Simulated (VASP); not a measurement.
Here is a VASP 6.6.1 calculation.

File POSCAR:

```
Na
1.0
    3.7640418302      0.0000000000      0.0000000000
   -1.8820209151      3.2597558458      0.0000000000
    0.0000000000      0.0000000000     12.2933606174
Na
4
Direct
    0.0000000000      0.0000000000      0.0000000000
    0.0000000000      0.0000000000      0.5000000000
    0.3333333333      0.6666666667      0.2500000000
    0.6666666667      0.3333333333      0.7500000000
```

Contents of INCAR.step1:

```
ALGO = Normal
EDIFF = 1E-4
ENCUT = 520
GGA = PE
ISMEAR = -1
LASPH = T
LCHARG = F
LREAL = F
LWAVE = T
NBANDS = 22
NELM = 60
PREC = Accurate
SIGMA = 0.1
```

File INCAR.step2:

```
ALGO = Normal
EDIFF = 1E-6
ENCUT = 520
ISIF = 2
ISMEAR = -1
ISTART = 1
LASPH = T
LCHARG = F
LMIXTAU = T
LREAL = F
LWAVE = F
METAGGA = R2SCAN
NBANDS = 22
NELM = 60
PREC = Accurate
SIGMA = 0.1
```

File KPOINTS:

```
k-points
0
Gamma
  11 11 3
```

Potentials or basis: VASP PAW PBE potentials, release 64 (Na_pv).

Launch:

```console
$ cat potpaw_PBE.64/Na_pv/POTCAR > POTCAR
$ cp INCAR.step1 INCAR
$ mpirun -np 1 vasp_std > vasp.out
$ cp INCAR.step2 INCAR
$ mpirun -np 1 vasp_std > vasp.out
```

Q: Estimate the pressure.

A: 0.1 GPa.

Q: Predict the band gap on the k mesh.

A: Zero (band 14 reaches 1.53 eV, above the bottom of band 15 at -2.07 eV).

Stress tensor (GPa, compression positive):
```
-0.02  0.00  0.00
 0.00 -0.02  0.00
 0.00  0.00  0.22
```

Caveat: the PAW data sets were made with another functional, which shifts forces and pressure a little.
